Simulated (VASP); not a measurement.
Input of a VASP 6.6.1 run:

Contents of POSCAR:

```
KScS2
1.0
    4.0352596641      0.0000000000      0.0000000000
    0.0000000000      4.0352596641      0.0000000000
    0.0000000000      0.0000000000      5.4654928633
K S Sc
1 2 1
Direct
    0.0000000000      0.0000000000      0.0000000000
    0.0000000000      0.0000000000      0.5000000000
    0.5000000000      0.5000000000      0.0000000000
    0.5000000000      0.5000000000      0.5000000000
```

File INCAR.step1:

```
SYSTEM = KScS2
ALGO = Normal ; EDIFF = 1E-4
ENCUT = 520 ; GGA = PE
ISMEAR = -1 ; LASPH = .TRUE.
LCHARG = .FALSE. ; LREAL = .FALSE.
LWAVE = .TRUE. ; NBANDS = 24
NELM = 80 ; PREC = Accurate
SIGMA = 0.02
```

Contents of INCAR.step2:

```
SYSTEM = KScS2
ALGO = Normal ; EDIFF = 1E-6
ENCUT = 520 ; ISIF = 2
ISMEAR = -1 ; ISTART = 1
LASPH = .TRUE. ; LCHARG = .TRUE.
LELF = .TRUE. ; LMIXTAU = .TRUE.
LREAL = .FALSE. ; LVHAR = .TRUE.
LWAVE = .FALSE. ; METAGGA = R2SCAN
NBANDS = 24 ; NELM = 80
PREC = Accurate ; SIGMA = 0.02
```

Contents of KPOINTS:

```
k-points
0
G
  6 6 4
  0 0 0
```

Potentials or basis: VASP PAW PBE potentials, release 64 (K_sv, S, Sc_sv).

The run is started by

```sh
$ cat potpaw_PBE.64/K_sv/POTCAR potpaw_PBE.64/S/POTCAR potpaw_PBE.64/Sc_sv/POTCAR > POTCAR
$ cp INCAR.step1 INCAR
$ mpirun -np 1 vasp_std > vasp.out
$ cp INCAR.step2 INCAR
$ mpirun -np 1 vasp_std > vasp.out
```

Estimate the pressure.

0.2 GPa.

Estimate the band gap on the k mesh.

0.26 eV, direct.

Stress tensor (GPa, compression positive):
```
0.18 0.00 0.00
0.00 0.18 0.00
0.00 0.00 0.33
```

Caveat: the PAW data sets were made with another functional, which shifts forces and pressure a little. A k mesh can miss the band edges.
